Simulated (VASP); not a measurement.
Here is a VASP 6.6.1 calculation.

INCAR

```
ALGO     = Normal         # electronic algorithm
EDIFF    = 1E-6           # SCF threshold, eV
ENCUT    = 500            # plane-wave cutoff, eV
GGA      = PE             # functional
GGA_COMPAT= False        
ISIF     = 2              # what is computed and relaxed
ISMEAR   = -1             # smearing method
LASPH    = True           # aspherical terms in the spheres
LCHARG   = False          # write CHGCAR
LREAL    = False          # projectors in reciprocal space
LWAVE    = False          # write WAVECAR
NBANDS   = 16             # bands
NELM     = 120            # most SCF steps
PREC     = Accurate       # precision mode
SIGMA    = 0.05           # smearing width, eV
```

Contents of KPOINTS:

```
k-points
0
Gamma
  7 7 7
```

POSCAR

```
ZnSe
1.0
    0.0000000000      2.8166860000      2.8166860000
    2.8166860000      0.0000000000      2.8166860000
    2.8166860000      2.8166860000      0.0000000000
Zn Se
1 1
Direct
    0.0000000000      0.0000000000      0.0000000000
    0.2500000000      0.2500000000      0.2500000000
```

Potentials or basis: VASP PAW PBE potentials, release 64 (Zn, Se).

Run with:

```console
$ cat potpaw_PBE.64/Zn/POTCAR potpaw_PBE.64/Se/POTCAR > POTCAR
$ mpirun -np 1 vasp_std > vasp.out
```

Problem. What does it give for the band gap on the k mesh?

Solution. 1.36 eV, direct.

Problem. What does it give for the pressure?

Solution. 3.6 GPa.

As with any semilocal functional, this PBE gap is likely too small.
